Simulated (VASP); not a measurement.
# Na (C2/c) in VASP: a series of runs, part 2 of 2

VASP 6.6.1. The steps go on from the part before.

## (3) Single point, revPBE (39.52 Å³/atom)

This run uses another cell than the first one, of 39.52 Å³/atom.

INCAR

```
PREC = Accurate
ENCUT = 520
EDIFF = 1E-6
ISMEAR = -1
SIGMA = 0.1
LREAL = False
LASPH = True
NELM = 100
ALGO = Normal
ISIF = 2
LWAVE = False
LCHARG = False
GGA = RE
NBANDS = 14
```

KPOINTS

```
Automatic mesh
0
Gamma
  11 11 11
```

POSCAR

```
Na
1.0
   -4.4969303352      4.5055194775      1.8546021098
    4.5055194775     -4.4969303352      1.8546021098
    2.3628330908      2.3628330908     -1.8388710800
Na
2
Direct
    0.0001156605      0.9998843395      1.0000000000
    0.7498843395      0.2501156605      0.5000000000
```

Potentials or basis: VASP PAW PBE potentials, release 64 (Na_pv).

The run is started by

```
cat potpaw_PBE.64/Na_pv/POTCAR > POTCAR
mpirun -np 1 vasp_std > vasp.out
```

OUTCAR:

```text
PREC = Accurate
   ENCUT = 520
   EDIFF = 1E-6
   ISMEAR = -1
   LREAL = False
   LASPH = True
   NELM = 100
   ISIF = 2
   GGA = RE

 ion  position               nearest neighbor table
   1  0.000  1.000  0.000-
   2  0.750  0.250  0.500-

  LATTYP: Found a base centered monoclinic cell.
 ALAT       =     3.7092241088
 B/A-ratio  =     3.4323584249
 C/A-ratio  =     1.0282760604
 COS(beta)  =    -0.4792520757

  Lattice vectors:

 A1 = (  -4.4969303352,   4.5055194775,   1.8546021098)
 A2 = (   4.5055194775,  -4.4969303352,   1.8546021098)
 A3 = (   2.3628330908,   2.3628330908,  -1.8388710800)

Analysis of symmetry for initial positions (statically):
=====================================================================
 Subroutine PRICEL returns:
 Original cell was already a primitive cell.

 Routine SETGRP: Setting up the symmetry group for a
 base centered monoclinic supercell.

 Subroutine GETGRP returns: Found  4 space group operations
 (whereof  2 operations were pure point group operations)
 out of a pool of  4 trial point group operations.

The static configuration has the point symmetry C_2 .
 The point group associated with its full space group is C_2h.

Analysis of symmetry for dynamics (positions and initial velocities):
=====================================================================
 Subroutine PRICEL returns:
 Original cell was already a primitive cell.

 Routine SETGRP: Setting up the symmetry group for a
 base centered monoclinic supercell.

 Subroutine GETGRP returns: Found  4 space group operations
 (whereof  2 operations were pure point group operations)
 out of a pool of  4 trial point group operations.

The dynamic configuration has the point symmetry C_2 .
 The point group associated with its full space group is C_2h.

 Subroutine INISYM returns: Found  4 space group operations
 (whereof  2 operations are pure point group operations),
 and found     1 'primitive' translations

----------------------------------------------------------------------------------------

                                     Primitive cell

  volume of cell :      79.0417

  direct lattice vectors                    reciprocal lattice vectors
    -4.496930335  4.505519478  1.854602110     0.049178577  0.160259451  0.269114626
     4.505519478 -4.496930335  1.854602110     0.160259451  0.049178577  0.269114626
     2.362833091  2.362833091 -1.838871080     0.211229712  0.211229712 -0.000978259

  length of vectors
     6.630357244  6.630357244  3.814106354     0.317055683  0.317055683  0.298725525

  position of ions in fractional coordinates (direct lattice)
     0.000115661  0.999884339  0.000000000
     0.749884339  0.250115661  0.500000000

  ion indices of the primitive-cell ions
   primitive index   ion index
                 1           1
                 2           2

----------------------------------------------------------------------------------------

 KPOINTS: Automatic mesh

Automatic generation of k-mesh.
 Grid dimensions read from file:
 generate k-points for:   11   11   11

[... 42 lines left out ...]
 -0.272727  0.181818 -0.000000      4.000000
 -0.181818  0.181818  0.000000      2.000000
 [... further k-points ...]
   k-points           NKPTS =    366   k-points in BZ     NKDIM =    366   number of bands    NBANDS=     14
   number of dos      NEDOS =    301   number of ions     NIONS =      2
   total plane-waves  NPLWV =  70000
   dimension x,y,z NGX =    50 NGY =   50 NGZ =   28
   dimension x,y,z NGXF=   100 NGYF=  100 NGZF=   56
   ions per type =               2
   NGX,Y,Z   is equivalent  to a cutoff of  12.54, 12.54, 12.20 a.u.
   NGXF,Y,Z  is equivalent  to a cutoff of  25.07, 25.07, 24.41 a.u.
 SYSTEM =  unknown system
   PREC   = accura    normal or accurate (medium, high low for compatibility)
   ISTART =      0    job   : 0-new  1-cont  2-samecut
   ICHARG =      2    charge: 1-file 2-atom 10-const
   ISPIN  =      1    spin polarized calculation?
   LNONCOLLINEAR =      F non collinear calculations
   LSORBIT =      F    spin-orbit coupling
   LASPH  =      T    aspherical Exc in radial PAW
   ENCUT  =  520.0 eV  38.22 Ry    6.18 a.u.  12.33 12.33  7.09*2*pi/ulx,y,z
   NELM   =    100;   NELMIN=  2; NELMDL= -5     # of ELM steps
   EDIFF  = 0.1E-05   stopping-criterion for ELM
   LREAL  =      F    real-space projection
   EDIFFG = 0.1E-04   stopping-criterion for IOM
   NSW    =      0    number of steps for IOM
   IBRION =     -1    ionic relax: 0-MD 1-quasi-New 2-CG
   NFREE  =      0    steps in history (QN), initial steepest desc. (CG)
   ISIF   =      2    stress and relaxation
   ISYM   =      2    0-nonsym 1-usesym 2-fastsym
   POTIM  = 0.5000    time-step for ionic-motion
   TEBEG  =    0.0;   TEEND  =   0.0 temperature during run
   PSTRESS=    0.0 pullay stress
   NELECT =      14.0000    total number of electrons
   NUPDOWN=      -1.0000    fix difference up-down
   EMIN   =  10.00;   EMAX   =-10.00  energy-range for DOS
   EFERMI =   0.00;   METHOD = LEGACY
   ISMEAR =    -1;   SIGMA  =   0.10  broadening in eV -4-tet -1-fermi 0-gaus
   EFERMI_NEDOS =   21; number of points for ismear=-14 and -15
   IALGO  =     38    algorithm
   IMIX   =      4    mixing-type and parameters
     AMIX     =   0.40;   BMIX     =  1.00
     AMIX_MAG =   1.60;   BMIX_MAG =  1.00
  volume/ion in A,a.u.               =      39.52       266.70
  Fermi-wavevector in a.u.,A,eV,Ry     =   0.919388  1.737391 11.500648  0.845274
  Thomas-Fermi vector in A             =   2.044576
   LORBIT       =      0    0 simple, 1 ext, 2 COOP (PROOUT), +10 PAW based schemes
   GGA     = RE    functional components
   LHFCALC =     F    Hartree Fock is set to
   AEXX    =    0.0000 exact exchange contribution
   IVDW    =     0    specifies the selected vdW correction
   LEPSILON=     F    determine dielectric tensor
   LRPA    =     F    only Hartree local field effects (RPA)
 non-spin polarized calculation
  energy-cutoff  :      520.00
  volume of cell :       79.04
 maximum number of plane-waves:      2147
 NGX is ok and might be reduce to    50
   NGX = 25   NGY = 25   NGZ = 15

 number of electron      14.0000004 magnetization

 Free energy of the ion-electron system (eV)
  ---------------------------------------------------
  ext. energy  EPLUGINS =         0.00000000
  ---------------------------------------------------
  free energy    TOTEN  =        -2.40582063 eV

  energy without entropy =       -2.37276844  energy(sigma->0) =       -2.38929453

 E-fermi :   0.2691     XC(G=0):  -6.2169

 val. band max:        0.2683365678   @ k =   0.1818  -0.0000   0.3636
 cond. band min:       0.2692626408   @ k =   0.2727   0.0000   0.4545
 fundamental gap:      0.0009260730
 Fermi energy:         0.2691168352

 k-point     1 :       0.0000    0.0000    0.0000
  band No.  band energies     occupation
      1     -24.7473      2.00000
      2     -24.7240      2.00000
      3     -24.7189      2.00000
      4     -24.7188      2.00000
      5     -24.7185      2.00000
      6     -24.7183      2.00000
      7      -2.8849      2.00000
      8       0.6592      0.03966
      9       1.0223      0.00107
     10       9.7781      0.00000
     11      10.2798      0.00000
     12      10.4152      0.00000
     13      11.0904      0.00000
     14      11.1176      0.00000
[... 377 lines left out ...]
      1     -24.7450      2.00000
      2     -24.7238      2.00000
      3     -24.7206      2.00000
      4     -24.7201      2.00000
      5     -24.7184      2.00000
      6     -24.7179      2.00000
      7      -2.7585      2.00000
      8      -0.3802      1.99698
      9       2.2801      0.00000
     10       8.7887      0.00000
     11       9.8539      0.00000
     12      10.3790      0.00000
     13      10.8808      0.00000
     14      11.0967      0.00000

 [... further k-points ...]

------------------------ aborting loop because EDIFF is reached ----------------------------------------

  FORCE on cell =-STRESS in cart. coord.  units (eV):
  Direction    XX          YY          ZZ          XY          YZ          ZX
  --------------------------------------------------------------------------------------
  -------------------------------------------------------------------------------------
  Total        0.0276820      0.0276820     -0.0340603      0.0272890     -0.0077009     -0.0077009
  in kB        0.5611155      0.5611155     -0.6904025      0.5531482     -0.1560973     -0.1560973
  external PRESSURE =       0.1439428 kB  Pullay stress =       0.0000000 kB

 VOLUME and BASIS-vectors are now :
 -----------------------------------------------------------------------------
  energy-cutoff  :      520.00
  volume of cell :       79.04
      direct lattice vectors                 reciprocal lattice vectors
    -4.496930335  4.505519478  1.854602110     0.049178577  0.160259451  0.269114626
     4.505519478 -4.496930335  1.854602110     0.160259451  0.049178577  0.269114626
     2.362833091  2.362833091 -1.838871080     0.211229712  0.211229712 -0.000978259

 POSITION                                       TOTAL-FORCE (eV/Angst)
 -----------------------------------------------------------------------------------
      4.50448     -4.49589      1.85460        -0.000658      0.000658     -0.000000
     -1.06386      3.43528      0.93517         0.000658     -0.000658      0.000000
 -----------------------------------------------------------------------------------
    total drift:                               -0.000000     -0.000000      0.000000

  FREE ENERGIE OF THE ION-ELECTRON SYSTEM (eV)
  ---------------------------------------------------
  free  energy   TOTEN  =        -2.4058206250 eV

  energy  without entropy=       -2.3727684376  energy(sigma->0) =       -2.38929453
```

OSZICAR:

```text
N       E                     dE             d eps       ncg     rms          rms(c)
DAV:   1     0.100828723726E+03    0.10083E+03   -0.74882E+03 10280   0.930E+02
DAV:   2     0.162170636825E+01   -0.99207E+02   -0.98198E+02 10752   0.275E+02
DAV:   3    -0.234438417460E+01   -0.39661E+01   -0.39625E+01 12990   0.638E+01
DAV:   4    -0.240195294792E+01   -0.57569E-01   -0.57566E-01 11186   0.815E+00
DAV:   5    -0.240335089730E+01   -0.13979E-02   -0.13979E-02 13170   0.131E+00    0.330E-01
DAV:   6    -0.240505434608E+01   -0.17034E-02   -0.90781E-04 11622   0.338E-01    0.220E-01
DAV:   7    -0.240581094264E+01   -0.75660E-03   -0.17928E-03 12464   0.430E-01    0.105E-02
DAV:   8    -0.240581757593E+01   -0.66333E-05   -0.16874E-05 12258   0.442E-02    0.394E-03
DAV:   9    -0.240582049577E+01   -0.29198E-05   -0.13043E-06 12234   0.844E-03    0.861E-04
DAV:  10    -0.240582062504E+01   -0.12927E-06   -0.12036E-07  6132   0.460E-03
   1 F= -.24058206E+01 E0= -.23892945E+01  d E =-.330522E-01
```

It took 2.3 min on 1 thread of Intel Xeon 6975P-C (Granite Rapids), shared host; peak memory 0.45 GiB.

Results:

| Item | Value |
| --- | --- |
| Free energy | -2.4058 eV |
| Pressure | 0.0 GPa |
| Band gap on the k mesh | zero (bands 7 and 8 overlap by 3.71 eV) |

Caveat: the PAW data sets were made with another functional, which shifts forces and pressure a little.

## (4) Single point, revPBE (41.10 Å³/atom)

This run uses another cell than the first one, of 41.10 Å³/atom.

INCAR

```
SYSTEM = Na
ALGO = Normal
EDIFF = 1E-6
ENCUT = 520
GGA = RE
ISIF = 2
ISMEAR = -1
LASPH = .True.
LCHARG = .False.
LREAL = .False.
LWAVE = .False.
NBANDS = 14
NELM = 100
PREC = Accurate
SIGMA = 0.1
```

KPOINTS

```
k-points
0
Gamma
  11 11 11
  0 0 0
```

POSCAR

```
Na
1.0
   -4.5561072575      4.5648094278      1.8790075679
    4.5648094278     -4.5561072575      1.8790075679
    2.3939265656      2.3939265656     -1.8630695271
Na
2
Direct
    0.0001156605      0.9998843395      1.0000000000
    0.7498843395      0.2501156605      0.5000000000
```

Potentials or basis: VASP PAW PBE potentials, release 64 (Na_pv).

The run is started by

```
cat potpaw_PBE.64/Na_pv/POTCAR > POTCAR
mpirun -np 1 vasp_std > vasp.out
```

OUTCAR:

```text
SYSTEM = Na
   EDIFF = 1E-6
   ENCUT = 520
   GGA = RE
   ISIF = 2
   ISMEAR = -1
   LASPH = .True.
   LREAL = .False.
   NELM = 100
   PREC = Accurate

 ion  position               nearest neighbor table
   1  0.000  1.000  0.000-
   2  0.750  0.250  0.500-

  LATTYP: Found a base centered monoclinic cell.
 ALAT       =     3.7580352867
 B/A-ratio  =     3.4323584249
 C/A-ratio  =     1.0282760604
 COS(beta)  =    -0.4792520757

  Lattice vectors:

 A1 = (  -4.5561072575,   4.5648094278,   1.8790075679)
 A2 = (   4.5648094278,  -4.5561072575,   1.8790075679)
 A3 = (   2.3939265656,   2.3939265656,  -1.8630695271)

Analysis of symmetry for initial positions (statically):
=====================================================================
 Subroutine PRICEL returns:
 Original cell was already a primitive cell.

 Routine SETGRP: Setting up the symmetry group for a
 base centered monoclinic supercell.

 Subroutine GETGRP returns: Found  4 space group operations
 (whereof  2 operations were pure point group operations)
 out of a pool of  4 trial point group operations.

The static configuration has the point symmetry C_2 .
 The point group associated with its full space group is C_2h.

Analysis of symmetry for dynamics (positions and initial velocities):
=====================================================================
 Subroutine PRICEL returns:
 Original cell was already a primitive cell.

 Routine SETGRP: Setting up the symmetry group for a
 base centered monoclinic supercell.

 Subroutine GETGRP returns: Found  4 space group operations
 (whereof  2 operations were pure point group operations)
 out of a pool of  4 trial point group operations.

The dynamic configuration has the point symmetry C_2 .
 The point group associated with its full space group is C_2h.

 Subroutine INISYM returns: Found  4 space group operations
 (whereof  2 operations are pure point group operations),
 and found     1 'primitive' translations
[... 122 lines left out ...]
   AEXX    =    0.0000 exact exchange contribution
   IVDW    =     0    specifies the selected vdW correction
   LEPSILON=     F    determine dielectric tensor
   LRPA    =     F    only Hartree local field effects (RPA)
 non-spin polarized calculation
  energy-cutoff  :      520.00
  volume of cell :       82.20
 maximum number of plane-waves:      2232
 NGX is ok and might be reduce to    50
   NGX = 25   NGY = 25   NGZ = 15

 number of electron      14.0000010 magnetization

 Free energy of the ion-electron system (eV)
  ---------------------------------------------------
  ext. energy  EPLUGINS =         0.00000000
  ---------------------------------------------------
  free energy    TOTEN  =        -2.40380416 eV

  energy without entropy =       -2.37002281  energy(sigma->0) =       -2.38691348

 E-fermi :   0.1635     XC(G=0):  -6.1215

 val. band max:        0.1628083653   @ k =   0.1818  -0.0000   0.3636
 cond. band min:       0.1637860335   @ k =   0.2727   0.0000   0.4545
 fundamental gap:      0.0009776682
 Fermi energy:         0.1634522561

 k-point     1 :       0.0000    0.0000    0.0000
  band No.  band energies     occupation
      1     -24.8814      2.00000
      2     -24.8612      2.00000
      3     -24.8568      2.00000
      4     -24.8567      2.00000
      5     -24.8565      2.00000
      6     -24.8563      2.00000
      7      -2.9112      2.00000
      8       0.5565      0.03850
      9       0.8810      0.00153
     10       9.4682      0.00000
     11       9.9085      0.00000
     12      10.0934      0.00000
     13      10.7523      0.00000
     14      10.7762      0.00000
[... 377 lines left out ...]
      1     -24.8794      2.00000
      2     -24.8610      2.00000
      3     -24.8583      2.00000
      4     -24.8578      2.00000
      5     -24.8564      2.00000
      6     -24.8559      2.00000
      7      -2.7882      2.00000
      8      -0.4703      1.99647
      9       2.1218      0.00000
     10       8.4883      0.00000
     11       9.5434      0.00000
     12      10.0063      0.00000
     13      10.5407      0.00000
     14      10.7500      0.00000

 [... further k-points ...]

------------------------ aborting loop because EDIFF is reached ----------------------------------------

  FORCE on cell =-STRESS in cart. coord.  units (eV):
  Direction    XX          YY          ZZ          XY          YZ          ZX
  --------------------------------------------------------------------------------------
  -------------------------------------------------------------------------------------
  Total       -0.1032206     -0.1032206     -0.1607129      0.0249213     -0.0073747     -0.0073746
  in kB       -2.0118103     -2.0118103     -3.1323590      0.4857253     -0.1437349     -0.1437347
  external PRESSURE =      -2.3853266 kB  Pullay stress =       0.0000000 kB

 VOLUME and BASIS-vectors are now :
 -----------------------------------------------------------------------------
  energy-cutoff  :      520.00
  volume of cell :       82.20
      direct lattice vectors                 reciprocal lattice vectors
    -4.556107257  4.564809428  1.879007568     0.048539822  0.158177924  0.265619235
     4.564809428 -4.556107257  1.879007568     0.158177924  0.048539822  0.265619235
     2.393926566  2.393926566 -1.863069527     0.208486159  0.208486159 -0.000965553

 POSITION                                       TOTAL-FORCE (eV/Angst)
 -----------------------------------------------------------------------------------
      4.56375     -4.55505      1.87901        -0.000705      0.000705      0.000000
     -1.07786      3.48049      0.94747         0.000705     -0.000705     -0.000000
 -----------------------------------------------------------------------------------
    total drift:                               -0.000000     -0.000000      0.000000

  FREE ENERGIE OF THE ION-ELECTRON SYSTEM (eV)
  ---------------------------------------------------
  free  energy   TOTEN  =        -2.4038041561 eV

  energy  without entropy=       -2.3700228081  energy(sigma->0) =       -2.38691348
```

Run time: 2.3 min. Hardware: 1 thread of Intel Xeon 6975P-C (Granite Rapids), shared host; peak memory 0.47 GiB.

Results:

```yaml
Free_energy: -2.4038 eV
Pressure: -0.2 GPa
Band_gap_on_the_k_mesh: zero (bands 7 and 8 overlap by 3.63 eV)
```

Stress tensor (GPa, compression positive):
```
-0.20  0.05 -0.01
 0.05 -0.20 -0.01
-0.01 -0.01 -0.31
```

Caveat: the PAW data sets were made with another functional, which shifts forces and pressure a little.

## (5) Summary

```tsv
cell	gap on the mesh (eV)	pressure (GPa)
a = 6.541, b = 6.541, c = 3.763 Å, angles 97.7, 97.7, 147.5°, 2 atoms	none	0.3
a = 6.630, b = 6.630, c = 3.814 Å, angles 97.7, 97.7, 147.5°, 2 atoms	none	0.0
a = 6.718, b = 6.718, c = 3.864 Å, angles 97.7, 97.7, 147.5°, 2 atoms	none	-0.2
```

Alike in all rows: task single point; level revPBE; potentials or basis VASP PAW PBE potentials, release 64 (Na_pv); no spin polarisation; k mesh 11 × 11 × 11; cutoff (eV) 520; smearing fermi-dirac 0.1 eV.

Caveats: the PAW data sets were made with another functional, which shifts forces and pressure a little.

Absolute energies hang on the potentials; compare differences alone.
